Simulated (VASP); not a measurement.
A run of VASP 6.6.1 is set up as follows.

File INCAR:

```
SYSTEM = TiB2
PREC = Accurate ; ENCUT = 600
EDIFF = 1E-6 ; ISMEAR = -1
SIGMA = 0.05 ; LREAL = .False.
LASPH = .True. ; NELM = 100
ALGO = Normal ; ISIF = 3
LWAVE = .False. ; LCHARG = .False.
GGA = PE ; IVDW = 13
IBRION = 2 ; NSW = 60
EDIFFG = -0.01
```

KPOINTS

```
regular mesh
0
Gamma
  10 10 8
  0 0 0
```

Contents of POSCAR:

```
TiB2
1.0
    3.0292000000      0.0000000000      0.0000000000
   -1.5146000000      2.6233641531      0.0000000000
    0.0000000000      0.0000000000      3.2284000000
Ti B
1 2
Direct
    0.0000000000      0.0000000000      0.0000000000
    0.6666666667      0.3333333333      0.5000000000
    0.3333333333      0.6666666667      0.5000000000
```

Potentials or basis: VASP PAW PBE potentials, release 64 (Ti_sv, B).

The run is started by

```sh
$ cat potpaw_PBE.64/Ti_sv/POTCAR potpaw_PBE.64/B/POTCAR > POTCAR
$ mpirun -np 1 vasp_std > vasp.out
```

**Question.** Predict the dispersion energy per atom.

**Answer.** -0.358 eV.

**Question.** What does it give for the band gap on the k mesh?

**Answer.** Zero (bands 9 and 10 overlap by 0.73 eV).

**Question.** Predict the relaxed cell.

**Answer.** a = 3.010 Å, b = 3.010 Å, c = 3.176 Å, α = 90.00°, β = 90.00°, γ = 120.00°.

**Question.** What does it give for the space group after relaxing (to 0.1 Å)?

**Answer.** P6/mmm (No. 191).

Final structure:
```
Ti B
1.0
     3.00968    0.00000    0.00000
    -1.50484    2.60646    0.00000
     0.00000    0.00000    3.17552
Ti B
1 2
Direct
  0.00000 0.00000 0.00000
  0.66667 0.33333 0.50000
  0.33333 0.66667 0.50000
```
